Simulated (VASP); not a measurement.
ScAl3: single point with LDA

ScAl3:

```xyz
4
Lattice="3.9484 0.0000 0.0000 0.0000 3.9484 0.0000 0.0000 0.0000 3.9484" Properties=species:S:1:pos:R:3 pbc="T T T"
Sc    0.0000    0.0000    0.0000
Al    1.9742    0.0000    1.9742
Al    0.0000    1.9742    1.9742
Al    1.9742    1.9742    0.0000
```

| Item | Value |
| --- | --- |
| Program | VASP 6.6.1 |
| Task | single point |
| Functional | LDA |
| Potentials or basis | VASP PAW LDA potentials, release 64 (Sc_sv, Al) |
| Cutoff | 520 eV |
| k mesh | 10 × 10 × 10 |
| Occupations | fermi-dirac, width 0.15 eV |
| Spin | no spin polarisation |

The pressure is 7.2 GPa. The band gap on the k mesh is zero (band 10 reaches 9.22 eV, above the bottom of band 11 at 5.05 eV).

Levels at points of the mesh, in eV from the Fermi level:
| k point | band 7 | band 8 | band 9 | band 10 | band 11 | band 12 | band 13 | band 14 |
| --- | --- | --- | --- | --- | --- | --- | --- | --- |
| (0.00, 0.00, 0.00) | -2.77 | -1.81 | -1.81 | -1.81 | 1.29 | 1.32 | 1.32 | 1.32 |
| (0.50, 0.00, 0.00) | -1.87 | -1.87 | -1.70 | 1.20 | 1.20 | 1.40 | 1.42 | 1.71 |
| (0.50, 0.50, 0.00) | -5.74 | -4.57 | -0.62 | -0.62 | 1.25 | 1.47 | 2.26 | 2.71 |
| (0.50, 0.50, 0.50) | -4.98 | -4.81 | -2.97 | -2.97 | -2.97 | 1.24 | 2.82 | 2.82 |

Run time: 55 s on 1 thread of Oxide Virtual Turin-like Processor (shared host), peak memory 0.15 GiB.
